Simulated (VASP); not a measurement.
# InGa2As3 (Cmc2_1) in VASP: single point with PBE

Aim: the single point of InGa2As3 with PBE.

Everything below comes from runs of VASP 6.6.1. Logs are shortened: lines on timing, memory, paths and dates and some standing lists are left out, and cuts for length are marked.

## Step 1: The cell of the first run

It takes space group Cmc2_1 (No. 36, orthorhombic). The conventional cell has a = 12.459 Å, b = 7.195 Å, c = 6.828 Å, α = 90.00°, β = 90.00°, γ = 90.00°. Within 3.5 Å of In (site symmetry m) lie 4 As at 2.67 Å. Within 3.3 Å of Ga (site symmetry 1) lie 4 As at 2.49 to 2.51 Å. Within 3.3 Å of As (site symmetry 1) lie 3 Ga at 2.49 to 2.51 Å and 1 In at 2.67 Å. Within 3.3 Å of As (site symmetry m) lie 2 Ga at 2.49 Å and 2 In at 2.67 Å.

## Step 2: Single point, PBE

The input, INCAR:

```
SYSTEM = InGa2As3
PREC     = Accurate       ! precision mode
ENCUT    = 520            ! plane-wave cutoff, eV
EDIFF    = 1E-6           ! SCF threshold, eV
ISMEAR   = 0              ! smearing method
SIGMA    = 0.1            ! smearing width, eV
LREAL    = .FALSE.        ! projectors in reciprocal space
LASPH    = .TRUE.         ! aspherical terms in the spheres
NELM     = 100            ! most SCF steps
ALGO     = Fast           ! electronic algorithm
ISIF     = 2              ! what is computed and relaxed
LWAVE    = .FALSE.        ! write WAVECAR
LCHARG   = .FALSE.        ! write CHGCAR
GGA      = PE             ! functional
NBANDS   = 66             ! bands
```

The input, KPOINTS:

```
regular mesh
0
G
  6 6 6
  0 0 0
```

The input, POSCAR:

```
InGa2As3
1.0
    6.2293991851     -3.5976286283      0.0000000000
    6.2293991851      3.5976286283      0.0000000000
    0.0000000000      0.0000000000      6.8282414715
In Ga As
2 4 6
Direct
    0.6714511637      0.3285488363      0.9992873302
    0.3285488363      0.6714511637      0.4992873302
    0.3328932276      0.0056452988      0.9998778245
    0.9943547012      0.6671067724      0.9998778245
    0.6671067724      0.9943547012      0.4998778245
    0.0056452988      0.3328932276      0.4998778245
    0.3340012377      0.0173703284      0.6329775983
    0.6848661210      0.3151338790      0.6085019442
    0.9826296716      0.6659987623      0.6329775983
    0.3151338790      0.6848661210      0.1085019442
    0.6659987623      0.9826296716      0.1329775983
    0.0173703284      0.3340012377      0.1329775983
```

Potentials or basis: VASP PAW PBE potentials, release 64 (In_d, Ga_d, As).

On the command line:

```
$ cat potpaw_PBE.64/In_d/POTCAR potpaw_PBE.64/Ga_d/POTCAR potpaw_PBE.64/As/POTCAR > POTCAR
$ mpirun -np 1 vasp_std > vasp.out
```

OUTCAR:

```text
SYSTEM = InGa2As3
   PREC = Accurate
   ENCUT = 520
   EDIFF = 1E-6
   ISMEAR = 0
   LREAL = .FALSE.
   LASPH = .TRUE.
   NELM = 100
   ISIF = 2
   GGA = PE

 ion  position               nearest neighbor table
   1  0.671  0.329  0.999-  11 2.67  12 2.67  10 2.67   8 2.67
   2  0.329  0.671  0.499-   7 2.67   9 2.67   8 2.67  10 2.67
   3  0.333  0.006  1.000-  10 2.49  12 2.49  11 2.49   7 2.51
   4  0.994  0.667  1.000-  10 2.49  11 2.49  12 2.49   9 2.51
   5  0.667  0.994  0.500-   8 2.49   9 2.49   7 2.49  11 2.51
   6  0.006  0.333  0.500-   8 2.49   7 2.49   9 2.49  12 2.51
   7  0.334  0.017  0.633-   6 2.49   5 2.49   3 2.51   2 2.67
   8  0.685  0.315  0.609-   5 2.49   6 2.49   2 2.67   1 2.67
   9  0.983  0.666  0.633-   5 2.49   6 2.49   4 2.51   2 2.67
  10  0.315  0.685  0.109-   3 2.49   4 2.49   1 2.67   2 2.67
  11  0.666  0.983  0.133-   4 2.49   3 2.49   5 2.51   1 2.67
  12  0.017  0.334  0.133-   3 2.49   4 2.49   6 2.51   1 2.67

  LATTYP: Found a base centered orthorhombic cell.
 ALAT       =     7.1952572566
 B/A-ratio  =     1.7315292457
 C/A-ratio  =     0.9489919857

  Lattice vectors:

 A1 = (  -6.2293991851,  -3.5976286283,   0.0000000000)
 A2 = (   6.2293991851,  -3.5976286283,   0.0000000000)
 A3 = (   0.0000000000,   0.0000000000,   6.8282414715)

Analysis of symmetry for initial positions (statically):
=====================================================================
 Subroutine PRICEL returns:
 Original cell was already a primitive cell.

 Routine SETGRP: Setting up the symmetry group for a
 base centered orthorhombic supercell.

 Subroutine GETGRP returns: Found  4 space group operations
 (whereof  2 operations were pure point group operations)
 out of a pool of  8 trial point group operations.

The static configuration has the point symmetry C_1h.
 The point group associated with its full space group is C_2v.

Analysis of symmetry for dynamics (positions and initial velocities):
=====================================================================
 Subroutine PRICEL returns:
 Original cell was already a primitive cell.

 Routine SETGRP: Setting up the symmetry group for a
 base centered orthorhombic supercell.

 Subroutine GETGRP returns: Found  4 space group operations
 (whereof  2 operations were pure point group operations)
 out of a pool of  8 trial point group operations.

The dynamic configuration has the point symmetry C_1h.
 The point group associated with its full space group is C_2v.

 Subroutine INISYM returns: Found  4 space group operations
 (whereof  2 operations are pure point group operations),
 and found     1 'primitive' translations

----------------------------------------------------------------------------------------

                                     Primitive cell

  volume of cell :     306.0563

  direct lattice vectors                    reciprocal lattice vectors
     6.229399185 -3.597628628  0.000000000     0.080264562 -0.138980437  0.000000000
     6.229399185  3.597628628  0.000000000     0.080264562  0.138980437  0.000000000
     0.000000000  0.000000000  6.828241472     0.000000000  0.000000000  0.146450591

  length of vectors
     7.193632320  7.193632320  6.828241472     0.160492872  0.160492872  0.146450591

  position of ions in fractional coordinates (direct lattice)
     0.671451164  0.328548836  0.999287330
     0.328548836  0.671451164  0.499287330
     0.332893228  0.005645299  0.999877824
     0.994354701  0.667106772  0.999877824
     0.667106772  0.994354701  0.499877824
     0.005645299  0.332893228  0.499877824
     0.334001238  0.017370328  0.632977598
     0.684866121  0.315133879  0.608501944
     0.982629672  0.665998762  0.632977598
     0.315133879  0.684866121  0.108501944
     0.665998762  0.982629672  0.132977598
     0.017370328  0.334001238  0.132977598

  ion indices of the primitive-cell ions
   primitive index   ion index
                 1           1
                 2           2
                 3           3
                 4           4
                 5           5
                 6           6
                 7           7
                 8           8
                 9           9
                10          10
                11          11
                12          12

----------------------------------------------------------------------------------------

 KPOINTS: regular mesh

Automatic generation of k-mesh.
 Grid dimensions read from file:
 generate k-points for:    6    6    6

 Generating k-lattice:

  Cartesian coordinates                     Fractional coordinates (reciprocal lattice)
     0.013377427 -0.023163406  0.000000000     0.166666667  0.000000000  0.000000000
     0.013377427  0.023163406  0.000000000     0.000000000  0.166666667  0.000000000
     0.000000000  0.000000000  0.024408432     0.000000000  0.000000000  0.166666667

  Length of vectors
     0.026748812  0.026748812  0.024408432

  Shift w.r.t. Gamma in fractional coordinates (k-lattice)
     0.000000000  0.000000000  0.000000000

 Subroutine IBZKPT returns following result:
 ===========================================

 Found     52 irreducible k-points:

 Following reciprocal coordinates:
            Coordinates               Weight
  0.000000  0.000000  0.000000      1.000000
  0.166667 -0.000000  0.000000      4.000000
  0.333333 -0.000000  0.000000      4.000000
  0.500000  0.000000  0.000000      2.000000
  0.166667  0.166667  0.000000      2.000000
  0.333333  0.166667  0.000000      4.000000
[... 16 lines left out ...]
  0.333333  0.333333  0.166667      4.000000
  0.500000  0.333333  0.166667      8.000000
 [... further k-points ...]
   k-points           NKPTS =     52   k-points in BZ     NKDIM =     52   number of bands    NBANDS=     66
   number of dos      NEDOS =    301   number of ions     NIONS =     12
   total plane-waves  NPLWV = 157464
   dimension x,y,z NGX =    54 NGY =   54 NGZ =   54
   dimension x,y,z NGXF=   108 NGYF=  108 NGZF=  108
   ions per type =               2   4   6
   NGX,Y,Z   is equivalent  to a cutoff of  12.48, 12.48, 13.15 a.u.
   NGXF,Y,Z  is equivalent  to a cutoff of  24.96, 24.96, 26.29 a.u.
 SYSTEM =  InGa2As3
   PREC   = accura    normal or accurate (medium, high low for compatibility)
   ISTART =      0    job   : 0-new  1-cont  2-samecut
   ICHARG =      2    charge: 1-file 2-atom 10-const
   ISPIN  =      1    spin polarized calculation?
   LNONCOLLINEAR =      F non collinear calculations
   LSORBIT =      F    spin-orbit coupling
   LASPH  =      T    aspherical Exc in radial PAW
   ENCUT  =  520.0 eV  38.22 Ry    6.18 a.u.  13.38 13.38 12.70*2*pi/ulx,y,z
   NELM   =    100;   NELMIN=  2; NELMDL= -5     # of ELM steps
   EDIFF  = 0.1E-05   stopping-criterion for ELM
   LREAL  =      F    real-space projection
   EDIFFG = 0.1E-04   stopping-criterion for IOM
   NSW    =      0    number of steps for IOM
   IBRION =     -1    ionic relax: 0-MD 1-quasi-New 2-CG
   NFREE  =      0    steps in history (QN), initial steepest desc. (CG)
   ISIF   =      2    stress and relaxation
   ISYM   =      2    0-nonsym 1-usesym 2-fastsym
   POTIM  = 0.5000    time-step for ionic-motion
   TEBEG  =    0.0;   TEEND  =   0.0 temperature during run
   PSTRESS=    0.0 pullay stress
   NELECT =     108.0000    total number of electrons
   NUPDOWN=      -1.0000    fix difference up-down
   EMIN   =  10.00;   EMAX   =-10.00  energy-range for DOS
   EFERMI =   0.00;   METHOD = LEGACY
   ISMEAR =     0;   SIGMA  =   0.10  broadening in eV -4-tet -1-fermi 0-gaus
   EFERMI_NEDOS =   21; number of points for ismear=-14 and -15
   IALGO  =     68    algorithm
   IMIX   =      4    mixing-type and parameters
     AMIX     =   0.40;   BMIX     =  1.00
     AMIX_MAG =   1.60;   BMIX_MAG =  1.00
  volume/ion in A,a.u.               =      25.50       172.11
  Fermi-wavevector in a.u.,A,eV,Ry     =   1.156864  2.186156 18.209143  1.338334
  Thomas-Fermi vector in A             =   2.293480
   LORBIT       =      0    0 simple, 1 ext, 2 COOP (PROOUT), +10 PAW based schemes
   GGA     = PE    functional components
   LHFCALC =     F    Hartree Fock is set to
   AEXX    =    0.0000 exact exchange contribution
   IVDW    =     0    specifies the selected vdW correction
   LEPSILON=     F    determine dielectric tensor
   LRPA    =     F    only Hartree local field effects (RPA)
 non-spin polarized calculation
 RMM-DIIS sequential band-by-band and
 Gauss-broadening in eV      SIGMA  =   0.10
  energy-cutoff  :      520.00
  volume of cell :      306.06
 maximum number of plane-waves:      8311
 NGX is ok and might be reduce to    54
   NGX = 27   NGY = 27   NGZ = 25

 number of electron     108.0000026 magnetization

 Free energy of the ion-electron system (eV)
  ---------------------------------------------------
  ext. energy  EPLUGINS =         0.00000000
  ---------------------------------------------------
  free energy    TOTEN  =       -48.34977629 eV

  energy without entropy =      -48.34883751  energy(sigma->0) =      -48.34930690

 E-fermi :   3.7807     XC(G=0):  -9.1869

 val. band max:        3.7519221371   @ k =   0.0000   0.0000   0.0000
 cond. band min:       4.3400259558   @ k =   0.0000   0.0000   0.0000
 fundamental gap:      0.5881038186
 Fermi energy:         3.7807297471

 k-point     1 :       0.0000    0.0000    0.0000
  band No.  band energies     occupation
      1     -11.0813      2.00000
      2     -11.0810      2.00000
      3     -11.0798      2.00000
      4     -11.0702      2.00000
      5     -11.0471      2.00000
      6     -11.0151      2.00000
[... 58 lines left out ...]
     65       8.1061      0.00000
     66       8.9781      0.00000

 k-point     2 :       0.1667   -0.0000    0.0000
  band No.  band energies     occupation
      1     -11.0856      2.00000
      2     -11.0809      2.00000
      3     -11.0755      2.00000
      4     -11.0697      2.00000
      5     -11.0478      2.00000
      6     -11.0176      2.00000
[... 1576 lines left out ...]
     65       8.1363      0.00000
     66       8.3548      0.00000

 [... further k-points ...]

------------------------ aborting loop because EDIFF is reached ----------------------------------------

  FORCE on cell =-STRESS in cart. coord.  units (eV):
  Direction    XX          YY          ZZ          XY          YZ          ZX
  --------------------------------------------------------------------------------------
  -------------------------------------------------------------------------------------
  Total        0.4013520      0.3900696      0.4680997      0.0000000      0.0000000      0.0000000
  in kB        2.1010418      2.0419794      2.4504598      0.0000000      0.0000000      0.0000000
  external PRESSURE =       2.1978270 kB  Pullay stress =       0.0000000 kB

 VOLUME and BASIS-vectors are now :
 -----------------------------------------------------------------------------
  energy-cutoff  :      520.00
  volume of cell :      306.06
      direct lattice vectors                 reciprocal lattice vectors
     6.229399185 -3.597628628  0.000000000     0.080264562 -0.138980437  0.000000000
     6.229399185  3.597628628  0.000000000     0.080264562  0.138980437  0.000000000
     0.000000000  0.000000000  6.828241472     0.000000000  0.000000000  0.146450591

 POSITION                                       TOTAL-FORCE (eV/Angst)
 -----------------------------------------------------------------------------------
      6.22940     -1.23364      6.82338         0.000000      0.004909     -0.009349
      6.22940      1.23364      3.40925         0.000000     -0.004909     -0.009349
      2.10889     -1.17732      6.82741         0.000456      0.001086      0.000089
     10.34991     -1.17732      6.82741        -0.000456      0.001086      0.000089
     10.34991      1.17732      3.41329        -0.000456     -0.001086      0.000089
      2.10889      1.17732      3.41329         0.000456     -0.001086      0.000089
      2.18883     -1.13912      4.32212         0.004965      0.002015      0.001354
      6.22940     -1.33016      4.15500         0.000000      0.001005      0.006463
     10.26996     -1.13912      4.32212        -0.004965      0.002015      0.001354
      6.22940      1.33016      0.74088         0.000000     -0.001005      0.006463
     10.26996      1.13912      0.90800        -0.004965     -0.002015      0.001354
      2.18883      1.13912      0.90800         0.004965     -0.002015      0.001354
 -----------------------------------------------------------------------------------
    total drift:                               -0.000000      0.000000     -0.001723

  FREE ENERGIE OF THE ION-ELECTRON SYSTEM (eV)
  ---------------------------------------------------
  free  energy   TOTEN  =       -48.3497762883 eV

  energy  without entropy=      -48.3488375112  energy(sigma->0) =      -48.34930690
```

Run time: 30 min. Hardware: 1 thread of Oxide Virtual Turin-like, shared host; peak memory 0.95 GiB.

Results:

```
Free energy   : -48.3498 eV
Pressure      : 0.2 GPa
Largest force : 0.011 eV/Å
```

Forces in eV/Å, atoms in the order of the input:
```
In   0.000  0.005 -0.009
In   0.000 -0.005 -0.009
Ga   0.000  0.001  0.000
Ga   0.000  0.001  0.000
Ga   0.000 -0.001  0.000
Ga   0.000 -0.001  0.000
As   0.005  0.002  0.001
As   0.000  0.001  0.006
As  -0.005  0.002  0.001
As   0.000 -0.001  0.006
As  -0.005 -0.002  0.001
As   0.005 -0.002  0.001
```

Caveat: spin-orbit coupling is left out, which moves the levels of the heavy elements.
